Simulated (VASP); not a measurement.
# Ir2Pt (P6/mmm) in VASP: relaxation of cell and atoms with PBE

Aim: the relaxation of cell and atoms of Ir2Pt with PBE.

All numbers are computed with VASP 6.6.1; they aren't measurements. Logs are shortened: lines on timing, memory, paths and dates and some standing lists are left out, and cuts for length are marked.

**1. The cell of the first run**

Symmetry: P6/mmm, No. 191, hexagonal system. Conventional cell: a = 4.392 Å, b = 4.392 Å, c = 2.759 Å, α = 90.00°, β = 90.00°, γ = 120.00°. Within 3.3 Å of Ir (site symmetry -6m2) lie 5 Ir at 2.54 to 2.76 Å and 6 Pt at 2.89 Å. Within 3.6 Å of Pt (site symmetry 6/mmm) lie 2 Pt at 2.76 Å and 12 Ir at 2.89 Å.

**2. Relaxation of cell and atoms, PBE**

INCAR reads:

```
ALGO = Fast
EDIFF = 1E-7
EDIFFG = -0.01
ENCUT = 600
GGA = PE
IBRION = 2
ISIF = 3
ISMEAR = 0
LASPH = T
LCHARG = F
LREAL = F
LWAVE = F
NELM = 80
NSW = 100
PREC = Accurate
SIGMA = 0.1
```

KPOINTS reads:

```
k-points
0
Gamma
  12 12 16
```

POSCAR reads:

```
Ir2Pt
1.0
    4.3919990958      0.0000000000      0.0000000000
   -2.1959995479      3.8035827904      0.0000000000
    0.0000000000      0.0000000000      2.7592231754
Ir Pt
2 1
Direct
    0.3333333333      0.6666666667      0.5000000000
    0.6666666667      0.3333333333      0.5000000000
    0.0000000000      0.0000000000      0.0000000000
```

Potentials or basis: VASP PAW PBE potentials, release 64 (Ir, Pt).

Launch:

```console
> cat potpaw_PBE.64/Ir/POTCAR potpaw_PBE.64/Pt/POTCAR > POTCAR
> mpirun -np 1 vasp_std > vasp.out
```

OUTCAR:

```text
EDIFF = 1E-7
   EDIFFG = -0.01
   ENCUT = 600
   GGA = PE
   IBRION = 2
   ISIF = 3
   ISMEAR = 0
   LASPH = T
   LREAL = F
   NELM = 80
   NSW = 100
   PREC = Accurate

 ion  position               nearest neighbor table
   1  0.333  0.667  0.500-   2 2.54   2 2.54   2 2.54   3 2.89   3 2.89   3 2.89   3 2.89   3 2.89
                             3 2.89
   2  0.667  0.333  0.500-   1 2.54   1 2.54   1 2.54   3 2.89   3 2.89   3 2.89   3 2.89   3 2.89
                             3 2.89
   3  0.000  0.000  0.000-   1 2.89   2 2.89   1 2.89   2 2.89   2 2.89   2 2.89   1 2.89   1 2.89
                             2 2.89   2 2.89   1 2.89   1 2.89

  LATTYP: Found a hexagonal cell.
 ALAT       =     4.3919990958
 C/A-ratio  =     0.6282385573

  Lattice vectors:

 A1 = (   4.3919990958,   0.0000000000,   0.0000000000)
 A2 = (  -2.1959995479,   3.8035827904,   0.0000000000)
 A3 = (   0.0000000000,   0.0000000000,   2.7592231754)

Analysis of symmetry for initial positions (statically):
=====================================================================
 Subroutine PRICEL returns:
 Original cell was already a primitive cell.

 Routine SETGRP: Setting up the symmetry group for a
 hexagonal supercell.

 Subroutine GETGRP returns: Found 24 space group operations
 (whereof 24 operations were pure point group operations)
 out of a pool of 24 trial point group operations.

The static configuration has the point symmetry D_6h.

Analysis of symmetry for dynamics (positions and initial velocities):
=====================================================================
 Subroutine PRICEL returns:
 Original cell was already a primitive cell.

 Routine SETGRP: Setting up the symmetry group for a
 hexagonal supercell.

 Subroutine GETGRP returns: Found 24 space group operations
 (whereof 24 operations were pure point group operations)
 out of a pool of 24 trial point group operations.

The dynamic configuration has the point symmetry D_6h.

 Subroutine INISYM returns: Found 24 space group operations
 (whereof 24 operations are pure point group operations),
 and found     1 'primitive' translations

----------------------------------------------------------------------------------------

                                     Primitive cell

  volume of cell :      46.0937

  direct lattice vectors                    reciprocal lattice vectors
     4.391999096  0.000000000  0.000000000     0.227686750  0.131455006  0.000000000
    -2.195999548  3.803582790  0.000000000     0.000000000  0.262910013  0.000000000
     0.000000000  0.000000000  2.759223175     0.000000000  0.000000000  0.362420847

  length of vectors
     4.391999096  4.391999096  2.759223175     0.262910013  0.262910013  0.362420847

  position of ions in fractional coordinates (direct lattice)
     0.333333333  0.666666667  0.500000000
     0.666666667  0.333333333  0.500000000
     0.000000000  0.000000000  0.000000000

  ion indices of the primitive-cell ions
   primitive index   ion index
                 1           1
                 2           2
                 3           3

----------------------------------------------------------------------------------------

 KPOINTS: k-points

Automatic generation of k-mesh.
 Grid dimensions read from file:
 generate k-points for:   12   12   16

 Generating k-lattice:

  Cartesian coordinates                     Fractional coordinates (reciprocal lattice)
     0.018973896  0.010954584  0.000000000     0.083333333  0.000000000  0.000000000
     0.000000000  0.021909168  0.000000000     0.000000000  0.083333333  0.000000000
     0.000000000  0.000000000  0.022651303     0.000000000  0.000000000  0.062500000

  Length of vectors
     0.021909168  0.021909168  0.022651303

  Shift w.r.t. Gamma in fractional coordinates (k-lattice)
     0.000000000  0.000000000  0.000000000

 Subroutine IBZKPT returns following result:
 ===========================================

 Found    171 irreducible k-points:

 Following reciprocal coordinates:
            Coordinates               Weight
  0.000000  0.000000  0.000000      1.000000
  0.083333  0.000000  0.000000      6.000000
  0.166667  0.000000  0.000000      6.000000
  0.250000  0.000000  0.000000      6.000000
  0.333333 -0.000000  0.000000      6.000000
  0.416667  0.000000  0.000000      6.000000
[... 16 lines left out ...]
  0.250000  0.000000  0.062500     12.000000
  0.333333 -0.000000  0.062500     12.000000
 [... further k-points ...]
   k-points           NKPTS =    171   k-points in BZ     NKDIM =    171   number of bands    NBANDS=     18
   number of dos      NEDOS =    301   number of ions     NIONS =      3
   total plane-waves  NPLWV =  31104
   dimension x,y,z NGX =    36 NGY =   36 NGZ =   24
   dimension x,y,z NGXF=    72 NGYF=   72 NGZF=   48
   ions per type =               2   1
   NGX,Y,Z   is equivalent  to a cutoff of  13.63, 13.63, 14.46 a.u.
   NGXF,Y,Z  is equivalent  to a cutoff of  27.25, 27.25, 28.92 a.u.
 SYSTEM =  unknown system
   PREC   = accura    normal or accurate (medium, high low for compatibility)
   ISTART =      0    job   : 0-new  1-cont  2-samecut
   ICHARG =      2    charge: 1-file 2-atom 10-const
   ISPIN  =      1    spin polarized calculation?
   LNONCOLLINEAR =      F non collinear calculations
   LSORBIT =      F    spin-orbit coupling
   LASPH  =      T    aspherical Exc in radial PAW
   ENCUT  =  600.0 eV  44.10 Ry    6.64 a.u.   8.77  8.77  5.51*2*pi/ulx,y,z
   NELM   =     80;   NELMIN=  2; NELMDL= -5     # of ELM steps
   EDIFF  = 0.1E-06   stopping-criterion for ELM
   LREAL  =      F    real-space projection
   EDIFFG = -.1E-01   stopping-criterion for IOM
   NSW    =    100    number of steps for IOM
   IBRION =      2    ionic relax: 0-MD 1-quasi-New 2-CG
   NFREE  =      1    steps in history (QN), initial steepest desc. (CG)
   ISIF   =      3    stress and relaxation
   ISYM   =      2    0-nonsym 1-usesym 2-fastsym
   POTIM  = 0.5000    time-step for ionic-motion
   TEBEG  =    0.0;   TEEND  =   0.0 temperature during run
   PSTRESS=    0.0 pullay stress
   NELECT =      28.0000    total number of electrons
   NUPDOWN=      -1.0000    fix difference up-down
   EMIN   =  10.00;   EMAX   =-10.00  energy-range for DOS
   EFERMI =   0.00;   METHOD = LEGACY
   ISMEAR =     0;   SIGMA  =   0.10  broadening in eV -4-tet -1-fermi 0-gaus
   EFERMI_NEDOS =   21; number of points for ismear=-14 and -15
   IALGO  =     68    algorithm
   IMIX   =      4    mixing-type and parameters
     AMIX     =   0.40;   BMIX     =  1.00
     AMIX_MAG =   1.60;   BMIX_MAG =  1.00
  volume/ion in A,a.u.               =      15.36       103.69
  Fermi-wavevector in a.u.,A,eV,Ry     =   1.386480  2.620067 26.154834  1.922326
  Thomas-Fermi vector in A             =   2.510792
   LORBIT       =      0    0 simple, 1 ext, 2 COOP (PROOUT), +10 PAW based schemes
   GGA     = PE    functional components
   LHFCALC =     F    Hartree Fock is set to
   AEXX    =    0.0000 exact exchange contribution
   IVDW    =     0    specifies the selected vdW correction
   LEPSILON=     F    determine dielectric tensor
   LRPA    =     F    only Hartree local field effects (RPA)
 conjugate gradient relaxation of ions
 non-spin polarized calculation
 RMM-DIIS sequential band-by-band and
 Gauss-broadening in eV      SIGMA  =   0.10
  energy-cutoff  :      600.00
  volume of cell :       46.09
 maximum number of plane-waves:      1559
 NGX is ok and might be reduce to    36
   NGX = 17   NGY = 17   NGZ = 11

--------------------------------------- Ionic step        1  -------------------------------------------

 number of electron      28.0000000 magnetization

 Free energy of the ion-electron system (eV)
  ---------------------------------------------------
  ext. energy  EPLUGINS =         0.00000000
  ---------------------------------------------------
  free energy    TOTEN  =       -22.89462369 eV

  energy without entropy =      -22.87412285  energy(sigma->0) =      -22.88437327

------------------------ aborting loop because EDIFF is reached ----------------------------------------

  FORCE on cell =-STRESS in cart. coord.  units (eV):
  Direction    XX          YY          ZZ          XY          YZ          ZX
  --------------------------------------------------------------------------------------
  -------------------------------------------------------------------------------------
  Total        0.4709752      0.4709752     -0.9561980      0.0000000      0.0000000      0.0000000
  in kB       16.3706783     16.3706783    -33.2365911      0.0000000      0.0000000      0.0000000
  external PRESSURE =      -0.1650782 kB  Pullay stress =       0.0000000 kB
[... 133 lines left out ...]
  energy  without entropy=      -22.8806625566  energy(sigma->0) =      -22.89141913

--------------------------------------- Ionic step        5  -------------------------------------------

 number of electron      28.0000001 magnetization

 Free energy of the ion-electron system (eV)
  ---------------------------------------------------
  ext. energy  EPLUGINS =         0.00000000
  ---------------------------------------------------
  free energy    TOTEN  =       -22.90308261 eV

  energy without entropy =      -22.88144555  energy(sigma->0) =      -22.89226408

 E-fermi :   9.6788     XC(G=0): -13.4500

 val. band max:        9.6779921118   @ k =   0.3333   0.2500   0.1875
 cond. band min:       9.6842486708   @ k =   0.3333   0.1667   0.2500
 fundamental gap:      0.0062565591
 Fermi energy:         9.6787605563

 k-point     1 :       0.0000    0.0000    0.0000
  band No.  band energies     occupation
      1      -0.4988      2.00000
      2       3.1216      2.00000
      3       5.3685      2.00000
      4       5.3685      2.00000
      5       5.3725      2.00000
      6       5.5509      2.00000
[... 10 lines left out ...]
     17      15.0214      0.00000
     18      16.8670      0.00000
[... 466 lines left out ...]
      2       2.8950      2.00000
      3       3.7346      2.00000
      4       4.3726      2.00000
      5       4.6891      2.00000
      6       5.4437      2.00000
[... 10 lines left out ...]
     17      11.6419      0.00000
     18      12.6636      0.00000

 [... further k-points ...]

------------------------ aborting loop because EDIFF is reached ----------------------------------------

  FORCE on cell =-STRESS in cart. coord.  units (eV):
  Direction    XX          YY          ZZ          XY          YZ          ZX
  --------------------------------------------------------------------------------------
  -------------------------------------------------------------------------------------
  Total       -0.0003058     -0.0003058      0.0073244     -0.0000000     -0.0000000      0.0000000
  in kB       -0.0106491     -0.0106491      0.2550984     -0.0000000     -0.0000000      0.0000000
  external PRESSURE =       0.0779334 kB  Pullay stress =       0.0000000 kB
[... 18 lines left out ...]
  FREE ENERGIE OF THE ION-ELECTRON SYSTEM (eV)
  ---------------------------------------------------
  free  energy   TOTEN  =       -22.9030826097 eV

  energy  without entropy=      -22.8814455543  energy(sigma->0) =      -22.89226408

 reached required accuracy - stopping structural energy minimisation
```

It took 6.9 min on 1 thread of Intel Xeon Platinum 8259CL at 2.50GHz (Skylake/Cascade Lake), shared host; peak memory 0.33 GiB.

What came out:

- Free energy: -22.9031 eV
- Relaxed volume: 15.33 Å³/atom
- Relaxed cell: a = 4.415 Å, b = 4.415 Å, c = 2.725 Å, α = 90.00°, β = 90.00°, γ = 120.00°
- Space group after relaxing (to 0.1 Å): P6/mmm (No. 191)
- Energy gained by relaxing: 2.8 meV/atom
- Ionic steps: 5
- Pressure after relaxing: 0.0 GPa
- Band gap on the k mesh: zero (bands 14 and 15 overlap by 1.59 eV)

The path:
```
step  energy change (eV)  largest force (eV/Å)  pressure (GPa)  volume (Å³)
   1              0.0000                0.0000           -0.02        46.09
   2             -0.0074                0.0000           -0.56        46.08
   3             -0.0083                0.0000           -0.48        46.08
   4             -0.0076                0.0000            1.37        45.79
   5             -0.0085                0.0000            0.01        46.00
```

Final structure:
```
CELL_PARAMETERS angstrom
4.41497 0.00000 0.00000
-2.20749 3.82348 0.00000
0.00000 0.00000 2.72513
ATOMIC_POSITIONS crystal
Ir 0.33333 0.66667 0.50000
Ir 0.66667 0.33333 0.50000
Pt 0.00000 0.00000 0.00000
```

Caveat: spin-orbit coupling is left out, which moves the levels of the heavy elements.
